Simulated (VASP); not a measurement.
**CoO: single point with PBE+U**

CoO:

```xyz
2
Lattice="1.5367 0.8872 2.4735 -1.5367 0.8872 2.4735 0.0000 -1.7745 2.4735" Properties=species:S:1:pos:R:3 pbc="T T T"
Co    0.0000    0.0000    0.0000
O     0.0000    0.0000    3.7103
```

* Program: VASP 6.6.1
* Task: single point
* Functional: PBE
* Potentials or basis: VASP PAW PBE potentials, release 64 (Co, O)
* Cutoff: 520 eV
* k mesh: 18 × 18 × 18
* Occupations: gaussian, width 0.1 eV
* Spin: collinear spin, ferromagnetic start
* Starting moments: [2.84, 0.31] μB
* Hubbard terms: Co d U = 3.32 eV

```yaml
Pressure: -7.4 GPa
Band_gap_on_the_k_mesh: zero (filled and empty bands overlap)
Net_moment: 3.00 μB per cell
Site_moments: Co +2.73; O +0.25 μB
Valence_electrons_inside_the_program's_atomic_spheres: Co 7.73; O 4.98
```

Stress tensor (GPa, compression positive):
```
-7.28  0.00  0.00
 0.00 -7.28  0.00
 0.00  0.00 -7.66
```

Levels at points of the mesh, in eV from the Fermi level:
Spin up:
```
           k point  band 7  band 8  band 9  band 10  band 11  band 12
(0.00, 0.00, 0.00)   -2.60   -2.60   -2.48     0.99    16.90    16.90
(0.50, 0.00, 0.00)   -3.05   -0.56   -0.51     5.20     9.08    13.25
(0.50, 0.50, 0.00)   -3.80   -3.67   -3.30     5.69     9.83    10.92
(0.50, 0.50, 0.50)   -2.55   -0.53   -0.53     5.13     9.29    13.05
```
Spin down:
```tsv
k point	band 3	band 4	band 5	band 6	band 7	band 8	band 9	band 10
(0.00, 0.00, 0.00)	-2.12	-2.12	-2.03	-0.84	-0.84	1.53	1.54	1.54
(0.50, 0.00, 0.00)	-3.92	-3.68	-1.46	-0.03	0.48	3.66	3.77	5.48
(0.50, 0.50, 0.00)	-3.35	-3.24	-2.69	-0.55	0.22	2.08	2.28	6.66
(0.50, 0.50, 0.50)	-3.95	-3.95	-1.13	0.38	0.38	3.67	3.67	5.41
```

Eigenvalues of the final occupation matrices:
```csv
site,spin,trace,eigenvalues
site 1 d,1,4.91,0.97 0.97 0.97 1.01 1.01
site 1 d,2,2.22,0.12 0.12 0.51 0.51 0.96
```

Run time: 2.6 min on 1 thread of Intel(R) Xeon(R) 6975P-C (Granite Rapids) (shared host), peak memory 0.42 GiB.

Caveat: the cell stands under tension; a cell with one magnetic atom can't hold antiferromagnetic order, which such compounds often take. The state reached can hang on the start; a lower one may exist.
